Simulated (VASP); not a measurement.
# AgSn2SeI3 (P4mm) in VASP: single point with PBE

Aim: the single point of AgSn2SeI3 with PBE.

All numbers are computed with VASP 6.6.1; they aren't measurements. Logs are shortened: lines on timing, memory, paths and dates and some standing lists are left out, and cuts for length are marked.

### Step 1. The cell of the first run

Symmetry: P4mm, No. 99, tetragonal system. Conventional cell: a = 6.048 Å, b = 6.048 Å, c = 8.732 Å, α = 90.00°, β = 90.00°, γ = 90.00°. Within 4.0 Å of Ag (site symmetry 4mm) lie 4 Sn at 3.02 Å and 1 I at 3.27 Å. Within 3.9 Å of Sn (site symmetry 2mm) lie 1 I at 2.95 Å and 2 Ag at 3.02 Å. Se (site symmetry 4mm) has 4 I at 3.03 Å within 4.0 Å. Within 3.9 Å of I (site symmetry 2mm) lie 1 Sn at 2.95 Å and 2 Se at 3.03 Å and 2 I at 3.04 Å. Within 4.0 Å of I (site symmetry 4mm) lie 4 I at 3.04 Å and 1 Ag at 3.27 Å.

### Step 2. Single point, PBE

Contents of INCAR:

```
SYSTEM = AgSn2SeI3
PREC = Accurate
ENCUT = 520
EDIFF = 1E-7
ISMEAR = 0
SIGMA = 0.15
LREAL = .FALSE.
LASPH = .TRUE.
NELM = 60
ALGO = Normal
ISIF = 2
LWAVE = .FALSE.
LCHARG = .FALSE.
GGA = PE
NBANDS = 42
```

Contents of KPOINTS:

```
regular mesh
0
G
  2 2 2
  0 0 0
```

Contents of POSCAR:

```
AgSn2SeI3
1.0
    6.0475361345      0.0000000000      0.0000000000
    0.0000000000      6.0475361345      0.0000000000
    0.0000000000      0.0000000000      8.7320104730
Ag Sn Se I
1 2 1 3
Direct
    0.5000000000      0.5000000000      0.7454288747
    0.5000000000      0.0000000000      0.7505809136
    0.0000000000      0.5000000000      0.7505809136
    0.0000000000      0.0000000000      0.0765491064
    0.5000000000      0.0000000000      0.0889580545
    0.0000000000      0.5000000000      0.0889580545
    0.5000000000      0.5000000000      0.1195650326
```

Potentials or basis: VASP PAW PBE potentials, release 64 (Ag, Sn_d, Se, I).

Run with:

```
$ cat potpaw_PBE.64/Ag/POTCAR potpaw_PBE.64/Sn_d/POTCAR potpaw_PBE.64/Se/POTCAR potpaw_PBE.64/I/POTCAR > POTCAR
$ mpirun -np 1 vasp_std > vasp.out
```

OUTCAR:

```text
SYSTEM = AgSn2SeI3
   PREC = Accurate
   ENCUT = 520
   EDIFF = 1E-7
   ISMEAR = 0
   LREAL = .FALSE.
   LASPH = .TRUE.
   NELM = 60
   ISIF = 2
   GGA = PE

 ion  position               nearest neighbor table
   1  0.500  0.500  0.745-   2 3.02   3 3.02   2 3.02   3 3.02   7 3.27
   2  0.500  0.000  0.751-   5 2.95   1 3.02   1 3.02
   3  0.000  0.500  0.751-   6 2.95   1 3.02   1 3.02
   4  0.000  0.000  0.077-   5 3.03   6 3.03   6 3.03   5 3.03
   5  0.500  0.000  0.089-   2 2.95   4 3.03   4 3.03   7 3.04   7 3.04
   6  0.000  0.500  0.089-   3 2.95   4 3.03   4 3.03   7 3.04   7 3.04
   7  0.500  0.500  0.120-   5 3.04   6 3.04   5 3.04   6 3.04   1 3.27

  LATTYP: Found a simple tetragonal cell.
 ALAT       =     6.0475361345
 C/A-ratio  =     1.4438955434

  Lattice vectors:

 A1 = (   6.0475361345,   0.0000000000,   0.0000000000)
 A2 = (   0.0000000000,   6.0475361345,   0.0000000000)
 A3 = (   0.0000000000,   0.0000000000,   8.7320104730)

Analysis of symmetry for initial positions (statically):
=====================================================================
 Subroutine PRICEL returns:
 Original cell was already a primitive cell.

 Routine SETGRP: Setting up the symmetry group for a
 simple tetragonal supercell.

 Subroutine GETGRP returns: Found  8 space group operations
 (whereof  8 operations were pure point group operations)
 out of a pool of 16 trial point group operations.

The static configuration has the point symmetry C_4v.

Analysis of symmetry for dynamics (positions and initial velocities):
=====================================================================
 Subroutine PRICEL returns:
 Original cell was already a primitive cell.

 Routine SETGRP: Setting up the symmetry group for a
 simple tetragonal supercell.

 Subroutine GETGRP returns: Found  8 space group operations
 (whereof  8 operations were pure point group operations)
 out of a pool of 16 trial point group operations.

The dynamic configuration has the point symmetry C_4v.

 Subroutine INISYM returns: Found  8 space group operations
 (whereof  8 operations are pure point group operations),
 and found     1 'primitive' translations

----------------------------------------------------------------------------------------

                                     Primitive cell

  volume of cell :     319.3531

[... 82 lines left out ...]
   NSW    =      0    number of steps for IOM
   IBRION =     -1    ionic relax: 0-MD 1-quasi-New 2-CG
   NFREE  =      0    steps in history (QN), initial steepest desc. (CG)
   ISIF   =      2    stress and relaxation
   ISYM   =      2    0-nonsym 1-usesym 2-fastsym
   POTIM  = 0.5000    time-step for ionic-motion
   TEBEG  =    0.0;   TEEND  =   0.0 temperature during run
   PSTRESS=    0.0 pullay stress
   NELECT =      66.0000    total number of electrons
   NUPDOWN=      -1.0000    fix difference up-down
   EMIN   =  10.00;   EMAX   =-10.00  energy-range for DOS
   EFERMI =   0.00;   METHOD = LEGACY
   ISMEAR =     0;   SIGMA  =   0.15  broadening in eV -4-tet -1-fermi 0-gaus
   EFERMI_NEDOS =   21; number of points for ismear=-14 and -15
   IALGO  =     38    algorithm
   IMIX   =      4    mixing-type and parameters
     AMIX     =   0.40;   BMIX     =  1.00
     AMIX_MAG =   1.60;   BMIX_MAG =  1.00
  volume/ion in A,a.u.               =      45.62       307.87
  Fermi-wavevector in a.u.,A,eV,Ry     =   0.967904  1.829074 12.746464  0.936839
  Thomas-Fermi vector in A             =   2.097829
   LORBIT       =      0    0 simple, 1 ext, 2 COOP (PROOUT), +10 PAW based schemes
   GGA     = PE    functional components
   LHFCALC =     F    Hartree Fock is set to
   AEXX    =    0.0000 exact exchange contribution
   IVDW    =     0    specifies the selected vdW correction
   LEPSILON=     F    determine dielectric tensor
   LRPA    =     F    only Hartree local field effects (RPA)
 non-spin polarized calculation
 Gauss-broadening in eV      SIGMA  =   0.15
  energy-cutoff  :      520.00
  volume of cell :      319.35
 maximum number of plane-waves:      8628
 NGX is ok and might be reduce to    48
   NGX = 23   NGY = 23   NGZ = 33

 number of electron      66.0000012 magnetization

 Free energy of the ion-electron system (eV)
  ---------------------------------------------------
  ext. energy  EPLUGINS =         0.00000000
  ---------------------------------------------------
  free energy    TOTEN  =       -16.49909934 eV

  energy without entropy =      -16.49820726  energy(sigma->0) =      -16.49865330

 E-fermi :   2.7888     XC(G=0):  -7.1854

 val. band max:        2.5188754788   @ k =   0.5000   0.5000   0.5000
 cond. band min:       3.0575884499   @ k =   0.0000   0.0000   0.5000
 fundamental gap:      0.5387129711
 Fermi energy:         2.7887633206

 k-point     1 :       0.0000    0.0000    0.0000
  band No.  band energies     occupation
      1     -19.2254      2.00000
      2     -19.2197      2.00000
      3     -19.2095      2.00000
      4     -19.2095      2.00000
      5     -19.0088      2.00000
      6     -19.0088      2.00000
[... 259 lines left out ...]
     41       7.2273      0.00000
     42       7.6642      0.00000

------------------------ aborting loop because EDIFF is reached ----------------------------------------

  FORCE on cell =-STRESS in cart. coord.  units (eV):
  Direction    XX          YY          ZZ          XY          YZ          ZX
  --------------------------------------------------------------------------------------
  -------------------------------------------------------------------------------------
  Total        0.7561701      0.7561701     -0.0585179     -0.0000000      0.0000000      0.0000000
  in kB        3.7936643      3.7936643     -0.2935811     -0.0000000      0.0000000      0.0000000
  external PRESSURE =       2.4312492 kB  Pullay stress =       0.0000000 kB

 VOLUME and BASIS-vectors are now :
 -----------------------------------------------------------------------------
  energy-cutoff  :      520.00
  volume of cell :      319.35
      direct lattice vectors                 reciprocal lattice vectors
     6.047536134  0.000000000  0.000000000     0.165356598  0.000000000  0.000000000
     0.000000000  6.047536134  0.000000000     0.000000000  0.165356598  0.000000000
     0.000000000  0.000000000  8.732010473     0.000000000  0.000000000  0.114521164

 POSITION                                       TOTAL-FORCE (eV/Angst)
 -----------------------------------------------------------------------------------
      3.02377      3.02377      6.50909         0.000000      0.000000      0.061463
      3.02377      0.00000      6.55408         0.000000     -0.000000     -0.042704
      0.00000      3.02377      6.55408        -0.000000     -0.000000     -0.042704
      0.00000      0.00000      0.66843        -0.000000     -0.000000     -0.048387
      3.02377      0.00000      0.77678         0.000000     -0.000000      0.011190
      0.00000      3.02377      0.77678         0.000000     -0.000000      0.011190
      3.02377      3.02377      1.04404         0.000000      0.000000      0.049951
 -----------------------------------------------------------------------------------
    total drift:                                0.000000      0.000000     -0.000708

  FREE ENERGIE OF THE ION-ELECTRON SYSTEM (eV)
  ---------------------------------------------------
  free  energy   TOTEN  =       -16.4990993432 eV

  energy  without entropy=      -16.4982072644  energy(sigma->0) =      -16.49865330
```

OSZICAR:

```text
N       E                     dE             d eps       ncg     rms          rms(c)
DAV:   1     0.557339470703E+03    0.55734E+03   -0.27828E+04   504   0.151E+03
DAV:   2     0.626653589813E+02   -0.49467E+03   -0.47484E+03   536   0.356E+02
DAV:   3    -0.125332507378E+02   -0.75199E+02   -0.71498E+02   624   0.143E+02
DAV:   4    -0.170931652955E+02   -0.45599E+01   -0.45095E+01   584   0.359E+01
DAV:   5    -0.172542391445E+02   -0.16107E+00   -0.16084E+00   664   0.722E+00    0.149E+01
DAV:   6    -0.165971489241E+02    0.65709E+00   -0.92740E-01   588   0.559E+00    0.901E+00
DAV:   7    -0.165090672189E+02    0.88082E-01   -0.79485E-01   592   0.399E+00    0.232E+00
DAV:   8    -0.164988898738E+02    0.10177E-01   -0.13292E-01   550   0.171E+00    0.143E+00
DAV:   9    -0.164991495100E+02   -0.25964E-03   -0.18346E-02   598   0.509E-01    0.477E-01
DAV:  10    -0.164988086857E+02    0.34082E-03   -0.24392E-03   588   0.245E-01    0.340E-01
DAV:  11    -0.164990782286E+02   -0.26954E-03   -0.16317E-03   518   0.170E-01    0.106E-01
DAV:  12    -0.164990621990E+02    0.16030E-04   -0.11779E-04   582   0.586E-02    0.849E-02
DAV:  13    -0.164990972106E+02   -0.35012E-04   -0.90276E-05   516   0.444E-02    0.565E-02
DAV:  14    -0.164990985823E+02   -0.13717E-05   -0.54669E-05   514   0.315E-02    0.389E-02
DAV:  15    -0.164990987887E+02   -0.20633E-06   -0.26730E-06   572   0.775E-03    0.347E-02
DAV:  16    -0.164990994409E+02   -0.65223E-06   -0.10198E-05   512   0.163E-02    0.284E-02
DAV:  17    -0.164990993027E+02    0.13816E-06   -0.14979E-06   488   0.623E-03    0.155E-02
DAV:  18    -0.164990993432E+02   -0.40456E-07   -0.39791E-07   478   0.191E-03
   1 F= -.16499099E+02 E0= -.16498653E+02  d E =-.892079E-03
```

stdout:

```text
POSCAR found type information on POSCAR AgSnSeI
 POSCAR found :  4 types and       7 ions
 scaLAPACK will be used
 LDA part: xc-table for (Slater+PW92), standard interpolation
 POSCAR, INCAR and KPOINTS ok, starting setup
 FFT: planning ... GRIDC
 FFT: planning ... GRID_SOFT
 FFT: planning ... GRID
 WAVECAR not read
 entering main loop
```

Run time: 78 s. Hardware: 1 thread of Intel Xeon 6975P-C (Granite Rapids), shared host; peak memory 0.45 GiB.

What came out:

* Free energy: -16.4991 eV
* Pressure: 0.2 GPa
* Largest force: 0.061 eV/Å
* Band gap on the k mesh: zero (band 33 reaches 3.25 eV, above the bottom of band 34 at 0.91 eV)

Forces in eV/Å, atoms in the order of the input:
```
Ag   0.000  0.000  0.061
Sn   0.000  0.000 -0.043
Sn   0.000  0.000 -0.043
Se   0.000  0.000 -0.048
I    0.000  0.000  0.011
I    0.000  0.000  0.011
I    0.000  0.000  0.050
```

Stress tensor (GPa, compression positive):
```
 0.38  0.00  0.00
 0.00  0.38  0.00
 0.00  0.00 -0.03
```

Levels at points of the mesh, in eV from the Fermi level:
```csv
k point,band 30,band 31,band 32,band 33,band 34,band 35,band 36,band 37
"(0.00, 0.00, 0.00)",-1.24,-1.07,0.45,0.45,0.85,1.25,1.47,1.47
"(0.50, 0.00, 0.00)",-1.60,-1.45,-0.70,-0.65,0.44,0.49,0.81,1.37
"(0.50, 0.50, 0.00)",-3.01,-2.15,-2.14,-1.87,-1.87,-0.36,1.79,1.79
"(0.00, 0.00, 0.50)",-1.27,-1.10,0.27,0.46,0.46,1.41,1.46,1.46
"(0.50, 0.00, 0.50)",-1.62,-1.45,-0.72,-0.55,0.42,0.54,0.83,0.86
"(0.50, 0.50, 0.50)",-3.04,-2.18,-1.97,-1.87,-1.87,-0.27,1.30,1.30
```

Caveat: the k points lie up to 0.52 Å⁻¹ apart; spin-orbit coupling is left out, which moves the levels of the heavy elements.
